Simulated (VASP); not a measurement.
# Pd in VASP: settings compared, part 2 of 2

VASP 6.6.1.

## (4) Single point, PBEsol, collinear spin, ferromagnetic start (the cell strained at random)

Contents of INCAR:

```
ALGO = Normal
EDIFF = 1E-7
ENCUT = 520
GGA = PS
ISIF = 2
ISMEAR = 1
ISPIN = 2
LASPH = True
LCHARG = False
LMAXMIX = 4
LORBIT = 11
LREAL = False
LWAVE = False
MAGMOM = 0.5
NBANDS = 15
NELM = 150
PREC = Accurate
SIGMA = 0.1
```

Contents of KPOINTS:

```
k-points
0
Gamma
  9 9 9
```

Contents of POSCAR:

```
Pd
1.0
   -0.0087820000      1.9086630000      1.9289820000
    2.0038920000     -0.0312680000      1.9514680000
    1.9645450000      1.8918010000      0.0080800000
Pd
1
Direct
    0.0000000000      0.0000000000      0.0000000000
```

Potentials or basis: VASP PAW PBE potentials, release 64 (Pd).

The run is started by

```sh
> cat potpaw_PBE.64/Pd/POTCAR > POTCAR
> mpirun -np 1 vasp_std > vasp.out
```

OUTCAR:

```text
EDIFF = 1E-7
   ENCUT = 520
   GGA = PS
   ISIF = 2
   ISMEAR = 1
   ISPIN = 2
   LASPH = True
   LORBIT = 11
   LREAL = False
   NELM = 150
   PREC = Accurate

 ion  position               nearest neighbor table
   1  0.000  0.000  0.000-

  LATTYP: Found a triclinic cell.
 ALAT       =     2.7539368674
 B/A-ratio  =     0.9853809945
 C/A-ratio  =     0.9928763676
 COS(alpha) =     0.0105018419
 COS(beta)  =     0.4811312824
 COS(gamma) =     0.5024422130

  Lattice vectors:

 A1 = (   1.9733270000,  -0.0168620000,  -1.9209020000)
 A2 = (   0.0087820000,  -1.9086630000,  -1.9289820000)
 A3 = (  -0.0393470000,   1.9230690000,  -1.9433880000)

Analysis of symmetry for initial positions (statically):
=====================================================================
 Subroutine PRICEL returns:
 Original cell was already a primitive cell.

 Routine SETGRP: Setting up the symmetry group for a
 triclinic supercell.

 Subroutine GETGRP returns: Found  2 space group operations
 (whereof  2 operations were pure point group operations)
 out of a pool of  2 trial point group operations.

The static configuration has the point symmetry S_2 .

Analysis of symmetry for dynamics (positions and initial velocities):
=====================================================================
 Subroutine PRICEL returns:
 Original cell was already a primitive cell.

 Routine SETGRP: Setting up the symmetry group for a
 triclinic supercell.

 Subroutine GETGRP returns: Found  2 space group operations
 (whereof  2 operations were pure point group operations)
 out of a pool of  2 trial point group operations.

The dynamic configuration has the point symmetry S_2 .

Analysis of structural, dynamic, and magnetic symmetry:
=====================================================================
 Subroutine PRICEL returns:
 Original cell was already a primitive cell.

 Routine SETGRP: Setting up the symmetry group for a
 triclinic supercell.

 Subroutine GETGRP returns: Found  2 space group operations
 (whereof  2 operations were pure point group operations)
 out of a pool of  2 trial point group operations.

[... 156 lines left out ...]

 k-point     1 :       0.0000    0.0000    0.0000
  band No.  band energies     occupation
      1       2.3809      1.00000
      2       6.4987      1.00000
      3       6.7966      1.00000
      4       6.9152      1.00000
      5       8.2078      1.00000
      6       8.5529      1.00000
      7      26.7471      0.00000
      8      30.7848      0.00000
      9      31.7485      0.00000
     10      32.0795      0.00000
     11      35.6430      0.00000
     12      36.8909      0.00000
     13      39.6087      0.00000
     14      40.0946      0.00000
[... 403 lines left out ...]
      4       7.7253      1.00000
      5       8.9842      1.00000
      6       9.0305      1.00000
      7      20.5658      0.00000
      8      27.1669      0.00000
      9      32.4915      0.00000
     10      32.8690      0.00000
     11      35.6290      0.00000
     12      35.7832      0.00000
     13      36.4801      0.00000
     14      37.0210      0.00000
     15      43.4146      0.00000

 [... further k-points ...]

 spin component 2

 k-point     1 :       0.0000    0.0000    0.0000
  band No.  band energies     occupation
      1       2.3817      1.00000
      2       6.5065      1.00000
      3       6.8044      1.00000
      4       6.9237      1.00000
      5       8.2153      1.00000
      6       8.5600      1.00000
      7      26.7473      0.00000
      8      30.7854      0.00000
      9      31.7489      0.00000
     10      32.0798      0.00000
     11      35.6565      0.00000
     12      36.8911      0.00000
     13      39.6108      0.00000
     14      40.0965      0.00000
[... 403 lines left out ...]
      4       7.7284      1.00000
      5       8.9919      1.00000
      6       9.0387      1.00000
      7      20.5691      0.00000
      8      27.1670      0.00000
      9      32.4936      0.00000
     10      32.8710      0.00000
     11      35.6408      0.00000
     12      35.7860      0.00000
     13      36.4812      0.00000
     14      37.0230      0.00000
     15      43.4239      0.00000

 [... further k-points ...]
[... 5 lines left out ...]
  --------------------------------------------------------------------------------------
  -------------------------------------------------------------------------------------
  Total       -0.4987199     -0.1647482     -0.2477920      0.1336811      0.0526560     -0.0686754
  in kB      -54.1718862    -17.8952576    -26.9156260     14.5206845      5.7195933     -7.4596495
  external PRESSURE =     -32.9942566 kB  Pullay stress =       0.0000000 kB

 VOLUME and BASIS-vectors are now :
 -----------------------------------------------------------------------------
  energy-cutoff  :      520.00
  volume of cell :       14.75
      direct lattice vectors                 reciprocal lattice vectors
    -0.008782000  1.908663000  1.928982000    -0.250307146  0.258816510  0.261178335
     2.003892000 -0.031268000  1.951468000     0.246360468 -0.256924153  0.255339429
     1.964545000  1.891801000  0.008080000     0.256610071  0.263226946 -0.259285977

 POSITION                                       TOTAL-FORCE (eV/Angst)
 -----------------------------------------------------------------------------------
      0.00000      0.00000      0.00000         0.000000      0.000000      0.000000
 -----------------------------------------------------------------------------------
    total drift:                                0.000000      0.000000      0.000000

  FREE ENERGIE OF THE ION-ELECTRON SYSTEM (eV)
  ---------------------------------------------------
  free  energy   TOTEN  =        -5.9594396779 eV

  energy  without entropy=       -5.9596667261  energy(sigma->0) =       -5.95951536

 total charge

# of ion       s       p       d       tot
------------------------------------------
    1        0.489   0.486   8.448   9.424

 magnetization (x)

# of ion       s       p       d       tot
------------------------------------------
    1       -0.000  -0.000   0.011   0.010
```

OSZICAR:

```text
N       E                     dE             d eps       ncg     rms          rms(c)
DAV:   1     0.459265414186E+02    0.45927E+02   -0.45148E+03 22032   0.590E+02
DAV:   2    -0.553569604592E+01   -0.51462E+02   -0.49172E+02 28291   0.160E+02
DAV:   3    -0.634695701593E+01   -0.81126E+00   -0.80767E+00 28781   0.199E+01
[... 15 lines left out ...]
DAV:  19    -0.595941883844E+01   -0.18690E-05   -0.47241E-06 31015   0.127E-02    0.199E-02
DAV:  20    -0.595943497257E+01   -0.16134E-04   -0.83918E-05 31098   0.451E-02    0.102E-02
DAV:  21    -0.595943440806E+01    0.56452E-06   -0.79783E-07 26053   0.699E-03    0.931E-03
DAV:  22    -0.595943981208E+01   -0.54040E-05   -0.39862E-05 31133   0.308E-02    0.542E-03
DAV:  23    -0.595943970387E+01    0.10821E-06   -0.40866E-07 25724   0.469E-03    0.398E-03
DAV:  24    -0.595943967794E+01    0.25929E-07   -0.26169E-07 24692   0.310E-03
   1 F= -.59594397E+01 E0= -.59595154E+01  d E =0.227048E-03  mag=     0.0039
```

stdout:

```text
POSCAR found type information on POSCAR Pd
 POSCAR found :  1 types and       1 ions
 scaLAPACK will be used
 -----------------------------------------------------------------------------
|                                                                             |
|                                                                             |
|     You enforced a specific xc type in the INCAR file but a different       |
|     I HOPE YOU KNOW WHAT YOU ARE DOING!                                     |
|                                                                             |
 -----------------------------------------------------------------------------

 LDA part: xc-table for (Slater+PW92), standard interpolation
 POSCAR, INCAR and KPOINTS ok, starting setup
 FFT: planning ... GRIDC
 FFT: planning ... GRID_SOFT
 FFT: planning ... GRID
 WAVECAR not read
 entering main loop
```

Run time: 5.1 min. Hardware: 1 thread of Intel Xeon Platinum 8259CL at 2.50GHz (Skylake/Cascade Lake), shared host; peak memory 0.24 GiB.

Results:

```
Free energy                                           : -5.9594 eV
Pressure                                              : -3.3 GPa
Band gap on the k mesh                                : zero (filled and empty bands overlap)
Net moment                                            : 0.01 μB per cell
Valence electrons inside the program's atomic spheres : Pd 9.42
```

Levels at points of the mesh, in eV from the Fermi level:
Spin up:
```
           k point  band 3  band 4  band 5  band 6  band 7  band 8
(0.00, 0.00, 0.00)   -2.78   -2.66   -1.37   -1.02   17.17   21.21
```
Spin down:
```csv
k point,band 2,band 3,band 4,band 5,band 6,band 7,band 8,band 9
"(0.00, 0.00, 0.00)",-3.07,-2.77,-2.65,-1.36,-1.01,17.17,21.21,22.18
```

Caveat: the cell differs from its parent crystal (the cell strained at random); the PAW data sets were made with another functional, which shifts forces and pressure a little.

## (5) Single point, PBE

Contents of INCAR:

```
SYSTEM = Pd
ALGO     = Normal         ! electronic algorithm
EDIFF    = 1E-7           ! SCF threshold, eV
ENCUT    = 520            ! plane-wave cutoff, eV
GGA      = PE             ! functional
ISIF     = 2              ! what is computed and relaxed
ISMEAR   = -1             ! smearing method
LASPH    = .TRUE.         ! aspherical terms in the spheres
LCHARG   = .FALSE.        ! write CHGCAR
LREAL    = .FALSE.        ! projectors in reciprocal space
LWAVE    = .FALSE.        ! write WAVECAR
NBANDS   = 11             ! bands
NELM     = 60             ! most SCF steps
PREC     = Accurate       ! precision mode
SIGMA    = 0.05           ! smearing width, eV
```

Contents of KPOINTS:

```
k-points
0
G
  7 7 7
  0 0 0
```

Contents of POSCAR:

```
Pd
1.0
    0.0000000000      1.9465000000      1.9465000000
    1.9465000000      0.0000000000      1.9465000000
    1.9465000000      1.9465000000      0.0000000000
Pd
1
Direct
    0.0000000000      0.0000000000      0.0000000000
```

The run is started by

```sh
> cat potpaw_PBE.64/Pd/POTCAR > POTCAR
> mpirun -np 1 vasp_std > vasp.out
```

It took 6.7 s on 1 thread of Intel Xeon 8259CL, shared host; peak memory 0.12 GiB.

The run converged. Its results:

| Quantity | Value |
| --- | --- |
| Free energy | -5.2240 eV |
| Pressure | 7.5 GPa |
| Band gap on the k mesh | zero (band 5 reaches 9.97 eV, above the bottom of band 6 at 8.53 eV) |

Levels at points of the mesh, in eV from the Fermi level:
```
           k point  band 3  band 4  band 5  band 6  band 7  band 8
(0.00, 0.00, 0.00)   -2.87   -2.87   -1.26   -1.26   17.12   21.90
```

Caveat: the k points lie up to 0.40 Å⁻¹ apart.

## (6) Single point, RPBE

Contents of INCAR:

```
  PREC = Accurate
  ENCUT = 520
  EDIFF = 1E-7
  ISMEAR = -1
  SIGMA = 0.05
  LREAL = False
  LASPH = True
  NELM = 100
  ALGO = Normal
  ISIF = 2
  LWAVE = False
  LCHARG = True
  GGA = RP
  LELF = True
  LVHAR = True
  NBANDS = 11
```

Contents of KPOINTS:

```
regular mesh
0
Gamma
  7 7 7
```

POSCAR is that of step 5.

Potentials or basis: VASP PAW PBE potentials, release 64 (Pd).

The run is started by

```sh
> cat potpaw_PBE.64/Pd/POTCAR > POTCAR
> mpirun -np 1 vasp_std > vasp.out
```

It took 7.1 s on 1 thread of Intel Xeon 8259CL, shared host; peak memory 0.12 GiB.

It converged, with:

```
Free energy            : -4.6128 eV
Pressure               : 12.3 GPa
Band gap on the k mesh : zero (band 5 reaches 10.07 eV, above the bottom of band 6 at 8.63 eV)
```

Levels at points of the mesh, in eV from the Fermi level:
```tsv
k point	band 3	band 4	band 5	band 6	band 7	band 8
(0.00, 0.00, 0.00)	-2.86	-2.86	-1.26	-1.26	17.12	21.93
```

Caveat: the k points lie up to 0.40 Å⁻¹ apart; the PAW data sets were made with another functional, which shifts forces and pressure a little.

## (7) The runs side by side

```tsv
level	potentials or basis	spin	cell	k mesh	smearing	gap on the mesh (eV)	pressure (GPa)	moment (μB)
LDA	VASP PAW LDA potentials, release 64 (Pd)	off	a = 2.753 Å, angles 60.0°, 1 atom	12 × 12 × 12	gaussian 0.025 eV	none	-8.6	-
RPBE+D3(BJ)	VASP PAW PBE potentials, release 64 (Pd)	non-collinear, typed start	a = 2.753 Å, angles 60.0°, 1 atom	12 × 12 × 12	fermi-dirac 0.05 eV	none	-30.2	0.20
PBEsol	VASP PAW PBE potentials, release 64 (Pd)	collinear, ferromagnetic start	a = 2.714, b = 2.797, c = 2.727 Å, angles 59.3, 60.8, 60.9°, 1 atom	9 × 9 × 9	methfessel-paxton 0.1 eV	none	-3.3	0.01
PBE	VASP PAW PBE potentials, release 64 (Pd)	off	a = 2.753 Å, angles 60.0°, 1 atom	7 × 7 × 7	fermi-dirac 0.05 eV	none	7.5	-
RPBE	VASP PAW PBE potentials, release 64 (Pd)	off	a = 2.753 Å, angles 60.0°, 1 atom	7 × 7 × 7	fermi-dirac 0.05 eV	none	12.3	-
```

Alike in all rows: task single point; cutoff (eV) 520.

Caveats: some runs use coarse meshes; the PAW data sets were made with another functional, which shifts forces and pressure a little (some runs); pairwise dispersion overbinds metals, which lowers pressure and volume (some runs).

Total energies depend on the potentials used, so only differences within one code and one set of settings carry meaning.
